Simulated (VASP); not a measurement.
# LiAl2B2 (P3m1) in VASP: a series of runs, part 3 of 3

VASP 6.6.1.

### 5 Single point, PBEsol

This run uses another cell than the first one, of 12.15 Å³/atom, 1.351 times its volume.

INCAR

```
PREC = Accurate
ENCUT = 520
EDIFF = 1E-7
ISMEAR = 0
SIGMA = 0.1
LREAL = F
LASPH = T
NELM = 80
ALGO = Normal
ISIF = 2
LWAVE = F
LCHARG = F
GGA = PS
NBANDS = 16
```

KPOINTS

```
Automatic mesh
0
Gamma
  12 12 6
```

POSCAR

```
LiAl2B2
1.0
    3.0028558832      0.0000000000      0.0000000000
   -1.5014279416      2.6005494787      0.0000000000
    0.0000000000      0.0000000000      7.7783429400
Li Al B
1 2 2
Direct
    0.0000000000      0.0000000000      0.0655088848
    0.0000000000      0.0000000000      0.4634726644
    0.3333333333      0.6666666667      0.7561842990
    0.3333333333      0.6666666667      0.2702866086
    0.6666666667      0.3333333333      0.2722246833
```

On the command line:

```bash
$ cat potpaw_PBE.64/Li_sv/POTCAR potpaw_PBE.64/Al/POTCAR potpaw_PBE.64/B/POTCAR > POTCAR
$ mpirun -np 1 vasp_std > vasp.out
```

It took 4.3 min on 1 thread of AMD EPYC 7R13, shared host; peak memory 0.2 GiB.

Results (log left out):

```yaml
Free_energy: -24.7309 eV
Largest_force: 0.075 eV/Å
```

Forces on the atoms (eV/Å):
```
Li   0.000  0.000  0.021
Al   0.000  0.000 -0.075
Al   0.000  0.000 -0.034
B    0.000  0.000  0.043
B    0.000  0.000  0.046
```

Levels at points of the mesh, in eV from the Fermi level:
| k point | band 5 | band 6 | band 7 | band 8 | band 9 | band 10 |
| --- | --- | --- | --- | --- | --- | --- |
| (0.00, 0.00, 0.00) | -2.87 | -0.09 | -0.09 | 0.52 | 5.21 | 5.21 |
| (0.50, 0.00, 0.00) | -3.93 | -3.07 | -2.91 | -1.08 | 1.83 | 2.48 |
| (0.00, 0.00, 0.50) | -4.12 | -0.09 | -0.09 | 2.67 | 5.21 | 5.21 |
| (0.50, 0.00, 0.50) | -4.01 | -3.07 | -1.85 | -0.70 | 0.10 | 1.58 |

Caveat: the cutoff is under 1.25 times the usual one of these potentials, so pressure, stress and relaxed cells hold a basis-set (Pulay) error; the PAW data sets were made with another functional, which shifts forces and pressure a little.

### 6 Single point, r2SCAN

This run uses another cell than the first one, of 12.15 Å³/atom, 1.351 times its volume.

POSCAR is that of step 5.

INCAR.step1

```
PREC = Accurate
ENCUT = 520
ISMEAR = 0
SIGMA = 0.1
LREAL = F
LASPH = T
NELM = 100
NBANDS = 16
GGA = PE
ALGO = Normal
EDIFF = 1E-4
LWAVE = T
LCHARG = F
```

INCAR.step2

```
PREC = Accurate
ENCUT = 520
EDIFF = 1E-6
ISMEAR = 0
SIGMA = 0.1
LREAL = F
LASPH = T
NELM = 100
ALGO = Normal
ISIF = 2
LWAVE = F
LCHARG = F
METAGGA = R2SCAN
LMIXTAU = T
NBANDS = 16
ISTART = 1
```

KPOINTS is that of step 5.

Potentials or basis: VASP PAW PBE potentials, release 64 (Li_sv, Al, B).

On the command line:

```bash
$ cat potpaw_PBE.64/Li_sv/POTCAR potpaw_PBE.64/Al/POTCAR potpaw_PBE.64/B/POTCAR > POTCAR
$ cp INCAR.step1 INCAR
$ mpirun -np 1 vasp_std > vasp.out
$ cp INCAR.step2 INCAR
$ mpirun -np 1 vasp_std > vasp.out
```

OUTCAR:

```text
PREC = Accurate
   ENCUT = 520
   EDIFF = 1E-6
   ISMEAR = 0
   LREAL = F
   LASPH = T
   NELM = 100
   ISIF = 2
   METAGGA = R2SCAN
   ISTART = 1

 ion  position               nearest neighbor table
   1  0.000  0.000  0.066-   4 2.35   4 2.35   4 2.35   5 2.36   5 2.36   5 2.36   3 2.97   3 2.97
                             3 2.97
   2  0.000  0.000  0.463-   5 2.28   5 2.28   5 2.28   4 2.29   4 2.29   4 2.29   3 2.86   3 2.86
                             3 2.86
   3  0.333  0.667  0.756-   2 2.86   2 2.86   2 2.86   1 2.97   1 2.97   1 2.97
   4  0.333  0.667  0.270-   5 1.73   5 1.73   5 1.73   2 2.29   2 2.29   2 2.29   1 2.35   1 2.35
                             1 2.35
   5  0.667  0.333  0.272-   4 1.73   4 1.73   4 1.73   2 2.28   2 2.28   2 2.28   1 2.36   1 2.36
                             1 2.36

  LATTYP: Found a hexagonal cell.
 ALAT       =     3.0028558832
 C/A-ratio  =     2.5903151009

  Lattice vectors:

 A1 = (   3.0028558832,   0.0000000000,   0.0000000000)
 A2 = (  -1.5014279416,   2.6005494787,   0.0000000000)
 A3 = (   0.0000000000,   0.0000000000,   7.7783429400)

Analysis of symmetry for initial positions (statically):
=====================================================================
 Subroutine PRICEL returns:
 Original cell was already a primitive cell.

 Routine SETGRP: Setting up the symmetry group for a
 hexagonal supercell.

 Subroutine GETGRP returns: Found  6 space group operations
 (whereof  6 operations were pure point group operations)
 out of a pool of 24 trial point group operations.

The static configuration has the point symmetry C_3v.

Analysis of symmetry for dynamics (positions and initial velocities):
=====================================================================
 Subroutine PRICEL returns:
 Original cell was already a primitive cell.

 Routine SETGRP: Setting up the symmetry group for a
 hexagonal supercell.

 Subroutine GETGRP returns: Found  6 space group operations
 (whereof  6 operations were pure point group operations)
 out of a pool of 24 trial point group operations.
[... 132 lines left out ...]
   METAGGA = R2SCAN    functional components
   LHFCALC =     F    Hartree Fock is set to
   AEXX    =    0.0000 exact exchange contribution
   IVDW    =     0    specifies the selected vdW correction
   LEPSILON=     F    determine dielectric tensor
   LRPA    =     F    only Hartree local field effects (RPA)
 non-spin polarized calculation
 Gauss-broadening in eV      SIGMA  =   0.10
  energy-cutoff  :      520.00
  volume of cell :       60.74
 maximum number of plane-waves:      1685
 NGX is ok and might be reduce to    24
   NGX = 11   NGY = 11   NGZ = 29

 number of electron      15.0000001 magnetization

 Free energy of the ion-electron system (eV)
  ---------------------------------------------------
  ext. energy  EPLUGINS =         0.00000000
  ---------------------------------------------------
  free energy    TOTEN  =       -31.13810980 eV

  energy without entropy =      -31.13514636  energy(sigma->0) =      -31.13662808

 E-fermi :   6.2298     XC(G=0): -10.6969

 val. band max:        6.2283614258   @ k =   0.3333   0.0000   0.5000
 cond. band min:       6.2466619328   @ k =   0.3333   0.0000   0.3333
 fundamental gap:      0.0183005070
 Fermi energy:         6.2298041468

 k-point     1 :       0.0000    0.0000    0.0000
  band No.  band energies     occupation
      1     -41.3234      2.00000
      2      -8.2446      2.00000
      3      -3.4866      2.00000
      4      -1.1705      2.00000
      5       3.0918      2.00000
      6       6.0885      1.95432
[... 433 lines left out ...]
      3      -2.9150      2.00000
      4      -0.4628      2.00000
      5       3.3110      2.00000
      6       3.7398      2.00000
[... 8 lines left out ...]
     15      15.9258      0.00000
     16      16.9956      0.00000

 [... further k-points ...]

------------------------ aborting loop because EDIFF is reached ----------------------------------------

  FORCE on cell =-STRESS in cart. coord.  units (eV):
  Direction    XX          YY          ZZ          XY          YZ          ZX
  --------------------------------------------------------------------------------------
  -------------------------------------------------------------------------------------
  Total       -0.8721639     -0.8721639     -0.4448161      0.0000000      0.0000000      0.0000000
  in kB      -23.0049866    -23.0049866    -11.7328733      0.0000000      0.0000000      0.0000000
  external PRESSURE =     -19.2476155 kB  Pullay stress =       0.0000000 kB

 VOLUME and BASIS-vectors are now :
 -----------------------------------------------------------------------------
  energy-cutoff  :      520.00
  volume of cell :       60.74
      direct lattice vectors                 reciprocal lattice vectors
     3.002855883  0.000000000  0.000000000     0.333016315  0.192267059  0.000000000
    -1.501427942  2.600549479  0.000000000     0.000000000  0.384534118  0.000000000
     0.000000000  0.000000000  7.778342940     0.000000000  0.000000000  0.128562087

 POSITION                                       TOTAL-FORCE (eV/Angst)
 -----------------------------------------------------------------------------------
      0.00000      0.00000      0.50955         0.000000     -0.000000      0.039626
      0.00000      0.00000      3.60505         0.000000      0.000000     -0.066167
     -0.00000      1.73370      5.88186        -0.000000      0.000000     -0.119285
     -0.00000      1.73370      2.10238         0.000000     -0.000000      0.063464
      1.50143      0.86685      2.11746         0.000000     -0.000000      0.082361
 -----------------------------------------------------------------------------------
    total drift:                               -0.000000     -0.000000      0.021259

  FREE ENERGIE OF THE ION-ELECTRON SYSTEM (eV)
  ---------------------------------------------------
  free  energy   TOTEN  =       -31.1381098028 eV

  energy  without entropy=      -31.1351463616  energy(sigma->0) =      -31.13662808
```

OSZICAR.step1:

```text
N       E                     dE             d eps       ncg     rms          rms(c)
DAV:   1     0.262844585290E+02    0.26284E+02   -0.53454E+03  3200   0.789E+02
DAV:   2    -0.221989637261E+02   -0.48483E+02   -0.44381E+02  4200   0.149E+02
DAV:   3    -0.265051984931E+02   -0.43062E+01   -0.42696E+01  6080   0.324E+01
DAV:   4    -0.265790313773E+02   -0.73833E-01   -0.73807E-01  3984   0.536E+00
DAV:   5    -0.265809043906E+02   -0.18730E-02   -0.18729E-02  5128   0.733E-01    0.645E+00
DAV:   6    -0.234093723207E+02    0.31715E+01   -0.47523E+00  4280   0.130E+01    0.277E+00
DAV:   7    -0.233505615051E+02    0.58811E-01   -0.10575E+00  3920   0.448E+00    0.146E+00
DAV:   8    -0.233348702713E+02    0.15691E-01   -0.34912E-02  4728   0.109E+00    0.565E-01
DAV:   9    -0.233338384807E+02    0.10318E-02   -0.79824E-03  4176   0.509E-01    0.143E-01
DAV:  10    -0.233337122087E+02    0.12627E-03   -0.52592E-04  4256   0.150E-01    0.597E-02
DAV:  11    -0.233337119980E+02    0.21072E-06   -0.94775E-05  3144   0.604E-02
   1 F= -.23333712E+02 E0= -.23331678E+02  d E =-.406797E-02
```

Wall time 16 min (1 thread of AMD EPYC 7R13, shared host); peak memory 0.22 GiB.

What came out:

```yaml
Free_energy: -31.1381 eV
Largest_force: 0.119 eV/Å
```

Forces on the atoms (eV/Å):
```
Li   0.000  0.000  0.040
Al   0.000  0.000 -0.066
Al   0.000  0.000 -0.119
B    0.000  0.000  0.063
B    0.000  0.000  0.082
```

Caveat: the cutoff is under 1.25 times the usual one of these potentials, so pressure, stress and relaxed cells hold a basis-set (Pulay) error; the PAW data sets were made with another functional, which shifts forces and pressure a little.

### 7 Overview

| task | level | cell | k mesh | cutoff (eV) | gap on the mesh (eV) | largest force (eV/Å) |
| --- | --- | --- | --- | --- | --- | --- |
| single point | PBE | a = 2.492, b = 2.492, c = 8.359 Å, angles 90.0, 90.0, 120.0°, 5 atoms | 6 × 6 × 2 | 520 | none | 6.32 |
| single point | PBE | a = 2.999, b = 2.999, c = 7.752 Å, angles 90.0, 90.0, 120.0°, 5 atoms | 6 × 6 × 2 | 520 | none | 0.01 |
| relaxation of cell and atoms | PBE | relaxed from a = 2.492, b = 2.492, c = 8.359 Å, angles 90.0, 90.0, 120.0°, 5 atoms | 6 × 6 × 2 | 600 | none | 0.03 |
| single point | PBEsol | a = 3.003, b = 3.003, c = 7.778 Å, angles 90.0, 90.0, 120.0°, 5 atoms | 12 × 12 × 6 | 520 | none | 0.08 |
| single point | r2SCAN | a = 3.003, b = 3.003, c = 7.778 Å, angles 90.0, 90.0, 120.0°, 5 atoms | 12 × 12 × 6 | 520 | none | 0.12 |

Alike in all rows: potentials or basis VASP PAW PBE potentials, release 64 (Li_sv, Al, B); no spin polarisation; smearing gaussian 0.1 eV.

Caveats: some runs use coarse meshes; the cutoff is under 1.25 times the usual one of these potentials, so pressure, stress and relaxed cells hold a basis-set (Pulay) error; the PAW data sets were made with another functional, which shifts forces and pressure a little (some runs); forces of over 1 eV/Å act on the atoms, so gaps and moduli don't describe the material at rest (some runs); the volume moved by over 15 % at a fixed basis, so the end points are rough (some runs).

Absolute energies hang on the potentials; compare differences alone.
